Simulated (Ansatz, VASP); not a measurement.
## Mg3Sb2 in VASP and in Ansatz

```xyz
5
Lattice="4.5697 0.0000 0.0000 -2.2848 3.9574 0.0000 0.0000 0.0000 7.2400" Properties=species:S:1:pos:R:3 pbc="T T T"
Mg    0.0000    2.6383    4.5877
Mg    2.2848    1.3191    2.6523
Mg    0.0000    0.0000    0.0000
Sb    0.0000    2.6383    1.6562
Sb    2.2848    1.3191    5.5838
```

Alike in both runs: task single point; functional PBE; k mesh 6 × 6 × 4; occupations fermi-dirac, width 0.02 eV; non-collinear spin, spin-orbit coupling.

|  | VASP | Ansatz |
| --- | --- | --- |
| version | VASP 6.6.1 | Ansatz 0.2.0 |
| potentials or method | VASP PAW PBE potentials, release 64 (Mg, Sb) | plane waves, PAW |
| plane-wave cutoff (eV) | 600 | 420 |
| valence electrons in the cell | 16 | 60 |

|  | VASP | Ansatz | Ansatz less VASP |
| --- | --- | --- | --- |
| pressure (GPa) | 0.9 | 0.9 | -0.07 |
| traceless stress, the component that is largest in VASP (GPa) | -0.15 | -0.15 | +0.002 |
| rms of the force components (eV/Å) | 0.066 | 0.058 | -0.0078 |

Atom by atom the forces differ by 0.008 eV/Å (rms over components). The functional is the same, so the differences come from potentials, cutoffs and numerics. VASP's potentials hold 16 valence electrons a cell and Ansatz's 60, so a difference there can come from the potentials and not from the codes.
